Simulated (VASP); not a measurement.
# Mo (P6/mmm) in VASP: a series of runs, part 2 of 2

VASP 6.6.1. Earlier steps stand in the parts before.

## Step 5: Single point, PBEsol (strain +0.015 along x and y, +0.000 along z)

Contents of INCAR:

```
SYSTEM = Mo
PREC     = Accurate       ! precision mode
ENCUT    = 520            ! plane-wave cutoff, eV
EDIFF    = 1E-6           ! SCF threshold, eV
ISMEAR   = 0              ! smearing method
SIGMA    = 0.15           ! smearing width, eV
LREAL    = .False.        ! projectors in reciprocal space
LASPH    = .True.         ! aspherical terms in the spheres
NELM     = 60             ! most SCF steps
ALGO     = Fast           ! electronic algorithm
ISIF     = 2              ! what is computed and relaxed
LWAVE    = .False.        ! write WAVECAR
LCHARG   = .False.        ! write CHGCAR
GGA      = PS             ! functional
NBANDS   = 13             ! bands
```

Contents of KPOINTS:

```
regular mesh
0
Gamma
  18 18 18
  0 0 0
```

Contents of POSCAR:

```
Mo
1.0
    2.7765430532      0.0000000000      0.0000000000
   -1.3882715266      2.4045568187      0.0000000000
    0.0000000000      0.0000000000      2.5551807000
Mo
1
Direct
    0.0000000000      0.0000000000      0.5000000000
```

Potentials or basis: VASP PAW PBE potentials, release 64 (Mo_sv).

Command:

```sh
cat potpaw_PBE.64/Mo_sv/POTCAR > POTCAR
mpirun -np 1 vasp_std > vasp.out
```

OUTCAR:

```text
SYSTEM = Mo
   PREC = Accurate
   ENCUT = 520
   EDIFF = 1E-6
   ISMEAR = 0
   LREAL = .False.
   LASPH = .True.
   NELM = 60
   ISIF = 2
   GGA = PS

 ion  position               nearest neighbor table
   1  0.000  0.000  0.500-

  LATTYP: Found a hexagonal cell.
 ALAT       =     2.7765430532
 C/A-ratio  =     0.9202741146

  Lattice vectors:

 A1 = (   2.7765430532,   0.0000000000,   0.0000000000)
 A2 = (  -1.3882715266,   2.4045568187,   0.0000000000)
 A3 = (   0.0000000000,   0.0000000000,   2.5551807000)

Analysis of symmetry for initial positions (statically):
=====================================================================
 Subroutine PRICEL returns:
 Original cell was already a primitive cell.

 Routine SETGRP: Setting up the symmetry group for a
 hexagonal supercell.

 Subroutine GETGRP returns: Found 24 space group operations
 (whereof 24 operations were pure point group operations)
 out of a pool of 24 trial point group operations.

The static configuration has the point symmetry D_6h.

Analysis of symmetry for dynamics (positions and initial velocities):
[... 161 lines left out ...]
 val. band max:       10.9340219733   @ k =   0.2222   0.2222   0.5000
 cond. band min:      10.9399315266   @ k =   0.0556   0.0000   0.3889
 fundamental gap:      0.0059095533
 Fermi energy:        10.9373160656

 k-point     1 :       0.0000    0.0000    0.0000
  band No.  band energies     occupation
      1     -49.9644      2.00000
      2     -23.3546      2.00000
      3     -23.3546      2.00000
      4     -23.2111      2.00000
      5       4.2619      2.00000
      6       6.7945      2.00000
      7      10.1058      2.00000
      8      10.1058      2.00000
      9      14.9827      0.00000
     10      14.9827      0.00000
     11      23.8509      0.00000
     12      26.8480      0.00000
     13      30.9666      0.00000
[... 354 lines left out ...]
  band No.  band energies     occupation
      1     -49.7741      2.00000
      2     -24.4911      2.00000
      3     -23.7203      2.00000
      4     -23.0785      2.00000
      5       6.7142      2.00000
      6       7.8326      2.00000
      7      10.9262      1.08382
      8      12.2838      0.00000
      9      14.1393      0.00000
     10      15.6287      0.00000
     11      20.5931      0.00000
     12      23.1949      0.00000
     13      28.3574      0.00000

 [... further k-points ...]
[... 5 lines left out ...]
  --------------------------------------------------------------------------------------
  -------------------------------------------------------------------------------------
  Total       -0.8966737     -0.8966737     -1.1606626      0.0000000      0.0000000      0.0000000
  in kB      -84.2139325    -84.2139325   -109.0072789      0.0000000      0.0000000      0.0000000
  external PRESSURE =     -92.4783813 kB  Pullay stress =       0.0000000 kB

 VOLUME and BASIS-vectors are now :
 -----------------------------------------------------------------------------
  energy-cutoff  :      520.00
  volume of cell :       17.06
      direct lattice vectors                 reciprocal lattice vectors
     2.776543053  0.000000000  0.000000000     0.360160091  0.207938526  0.000000000
    -1.388271527  2.404556819  0.000000000     0.000000000  0.415877052  0.000000000
     0.000000000  0.000000000  2.555180700     0.000000000  0.000000000  0.391361754

 POSITION                                       TOTAL-FORCE (eV/Angst)
 -----------------------------------------------------------------------------------
      0.00000      0.00000      1.27759        -0.000000      0.000000      0.000000
 -----------------------------------------------------------------------------------
    total drift:                                0.000000      0.000000      0.000000

  FREE ENERGIE OF THE ION-ELECTRON SYSTEM (eV)
  ---------------------------------------------------
  free  energy   TOTEN  =       -10.8544309549 eV

  energy  without entropy=      -10.8435301683  energy(sigma->0) =      -10.84898056
```

OSZICAR:

```text
N       E                     dE             d eps       ncg     rms          rms(c)
DAV:   1     0.109674635603E+03    0.10967E+03   -0.91257E+03  9721   0.111E+03
DAV:   2    -0.100240301225E+02   -0.11970E+03   -0.11581E+03 10775   0.330E+02
DAV:   3    -0.114325483168E+02   -0.14085E+01   -0.14041E+01 11260   0.365E+01
DAV:   4    -0.114367101176E+02   -0.41618E-02   -0.41615E-02 10930   0.224E+00
DAV:   5    -0.114367442252E+02   -0.34108E-04   -0.34109E-04 11455   0.171E-01    0.132E+01
RMM:   6    -0.109209121535E+02    0.51583E+00   -0.62437E-01  9627   0.720E+00    0.400E+00
RMM:   7    -0.108580441238E+02    0.62868E-01   -0.16347E-01  9839   0.358E+00    0.828E-01
RMM:   8    -0.108547014493E+02    0.33427E-02   -0.10409E-02 10559   0.112E+00    0.190E-01
RMM:   9    -0.108544355142E+02    0.26594E-03   -0.98379E-04 10817   0.335E-01    0.292E-02
RMM:  10    -0.108544305644E+02    0.49498E-05   -0.19443E-04 10993   0.152E-01    0.281E-02
RMM:  11    -0.108544308405E+02   -0.27607E-06   -0.15783E-05 10888   0.493E-02    0.437E-03
RMM:  12    -0.108544309549E+02   -0.11445E-06   -0.42992E-06  8505   0.229E-02
   1 F= -.10854431E+02 E0= -.10848981E+02  d E =-.109008E-01
```

It took 43 s on 1 thread of AMD EPYC 9R45 (Zen 5), shared host; peak memory 0.16 GiB.

Results:

```
Free energy            : -10.8544 eV
Pressure               : -9.2 GPa
Band gap on the k mesh : zero (band 7 reaches 11.88 eV, above the bottom of band 8 at 10.11 eV)
```

Stress tensor (GPa, compression positive):
```
 -8.42   0.00   0.00
  0.00  -8.42   0.00
  0.00   0.00 -10.90
```

Levels at points of the mesh, in eV from the Fermi level:
| k point | band 5 | band 6 | band 7 | band 8 | band 9 | band 10 |
| --- | --- | --- | --- | --- | --- | --- |
| (0.00, 0.00, 0.00) | -6.68 | -4.14 | -0.83 | -0.83 | 4.05 | 4.05 |
| (0.50, 0.00, 0.00) | -4.70 | -3.10 | 0.94 | 1.19 | 3.43 | 4.19 |
| (0.00, 0.00, 0.50) | -3.54 | 0.01 | 0.01 | 0.15 | 0.67 | 0.67 |
| (0.50, 0.00, 0.50) | -5.10 | -3.13 | -0.52 | 4.56 | 5.93 | 6.39 |

Caveat: the cell differs from its parent crystal (strain +0.015 along x and y, +0.000 along z); the PAW data sets were made with another functional, which shifts forces and pressure a little.

## Step 6: Single point, PBEsol (strain +0.030 along x and y, -0.015 along z)

Contents of INCAR:

```
  PREC = Accurate
  ENCUT = 520
  EDIFF = 1E-7
  ISMEAR = 0
  SIGMA = 0.15
  LREAL = False
  LASPH = True
  NELM = 100
  ALGO = Normal
  ISIF = 2
  LWAVE = False
  LCHARG = False
  GGA = PS
  NBANDS = 13
```

Contents of KPOINTS:

```
Automatic mesh
0
Gamma
  18 18 18
```

Contents of POSCAR:

```
Mo
1.0
    2.8175757091      0.0000000000      0.0000000000
   -1.4087878546      2.4400921412      0.0000000000
    0.0000000000      0.0000000000      2.5168529895
Mo
1
Direct
    0.0000000000      0.0000000000      0.5000000000
```

Potentials or basis: VASP PAW PBE potentials, release 64 (Mo_sv).

Command:

```sh
cat potpaw_PBE.64/Mo_sv/POTCAR > POTCAR
mpirun -np 1 vasp_std > vasp.out
```

OUTCAR:

```text
PREC = Accurate
   ENCUT = 520
   EDIFF = 1E-7
   ISMEAR = 0
   LREAL = False
   LASPH = True
   NELM = 100
   ISIF = 2
   GGA = PS

 ion  position               nearest neighbor table
   1  0.000  0.000  0.500-

  LATTYP: Found a hexagonal cell.
 ALAT       =     2.8175757091
 C/A-ratio  =     0.8932689835

  Lattice vectors:

 A1 = (   2.8175757091,   0.0000000000,   0.0000000000)
 A2 = (  -1.4087878546,   2.4400921412,   0.0000000000)
 A3 = (   0.0000000000,   0.0000000000,   2.5168529895)

[... 554 lines left out ...]
      5       6.5744      2.00000
      6       7.4827      2.00000
      7      10.5617      1.71003
      8      12.4254      0.00000
      9      14.0694      0.00000
     10      15.1360      0.00000
     11      19.9311      0.00000
     12      22.6268      0.00000
     13      28.3664      0.00000

 [... further k-points ...]
[... 5 lines left out ...]
  --------------------------------------------------------------------------------------
  -------------------------------------------------------------------------------------
  Total       -1.4168422     -1.4168422     -0.9443541      0.0000000      0.0000000     -0.0000000
  in kB     -131.1874834   -131.1874834    -87.4391229      0.0000000      0.0000000     -0.0000000
  external PRESSURE =    -116.6046966 kB  Pullay stress =       0.0000000 kB

 VOLUME and BASIS-vectors are now :
 -----------------------------------------------------------------------------
  energy-cutoff  :      520.00
  volume of cell :       17.30
      direct lattice vectors                 reciprocal lattice vectors
     2.817575709  0.000000000  0.000000000     0.354915042  0.204910295  0.000000000
    -1.408787855  2.440092141  0.000000000     0.000000000  0.409820590  0.000000000
     0.000000000  0.000000000  2.516852989     0.000000000  0.000000000  0.397321577

 POSITION                                       TOTAL-FORCE (eV/Angst)
 -----------------------------------------------------------------------------------
      0.00000      0.00000      1.25843        -0.000000      0.000000      0.000000
 -----------------------------------------------------------------------------------
    total drift:                               -0.000000      0.000000      0.000000

  FREE ENERGIE OF THE ION-ELECTRON SYSTEM (eV)
  ---------------------------------------------------
  free  energy   TOTEN  =       -10.8360234162 eV

  energy  without entropy=      -10.8232499860  energy(sigma->0) =      -10.82963670
```

Wall time 38 s (1 thread of AMD EPYC 9R45 (Zen 5), shared host); peak memory 0.16 GiB.

What came out:

* Free energy: -10.8360 eV
* Pressure: -11.7 GPa
* Band gap on the k mesh: zero (band 7 reaches 11.49 eV, above the bottom of band 8 at 9.86 eV)

Stress tensor (GPa, compression positive):
```
-13.12   0.00   0.00
  0.00 -13.12   0.00
  0.00   0.00  -8.74
```

Levels at points of the mesh, in eV from the Fermi level:
```tsv
k point	band 3	band 4	band 5	band 6	band 7	band 8	band 9	band 10	band 11	band 12
(0.00, 0.00, 0.00)	-34.33	-33.99	-6.57	-4.09	-0.81	-0.81	4.14	4.14	12.73	16.63
(0.50, 0.00, 0.00)	-34.58	-33.88	-4.54	-3.19	0.82	1.61	3.60	3.94	9.23	12.68
(0.00, 0.00, 0.50)	-34.14	-34.14	-3.25	0.14	0.14	0.40	0.40	0.42	10.59	16.21
(0.50, 0.00, 0.50)	-35.12	-34.37	-5.00	-2.81	-0.71	4.37	6.03	6.53	6.97	16.09
```

Caveat: the cell differs from its parent crystal (strain +0.030 along x and y, -0.015 along z); the PAW data sets were made with another functional, which shifts forces and pressure a little.

## Step 7: The runs side by side

```csv
cell,gap on the mesh (eV),pressure (GPa)
"a = 2.777, b = 2.777, c = 2.517 Å, angles 90.0, 90.0, 120.0°, 1 atom",none,-6.3
"a = 2.736, b = 2.736, c = 2.632 Å, angles 90.0, 90.0, 120.0°, 1 atom",none,-8.8
"a = 2.818, b = 2.818, c = 2.479 Å, angles 90.0, 90.0, 120.0°, 1 atom",none,-8.5
"a = 2.777, b = 2.777, c = 2.555 Å, angles 90.0, 90.0, 120.0°, 1 atom",none,-9.2
"a = 2.818, b = 2.818, c = 2.517 Å, angles 90.0, 90.0, 120.0°, 1 atom",none,-11.7
```

Alike in all rows: task single point; level PBEsol; potentials or basis VASP PAW PBE potentials, release 64 (Mo_sv); no spin polarisation; k mesh 18 × 18 × 18; cutoff (eV) 520; smearing gaussian 0.15 eV.

Caveats: the PAW data sets were made with another functional, which shifts forces and pressure a little.

Absolute energies hang on the potentials; compare differences alone.
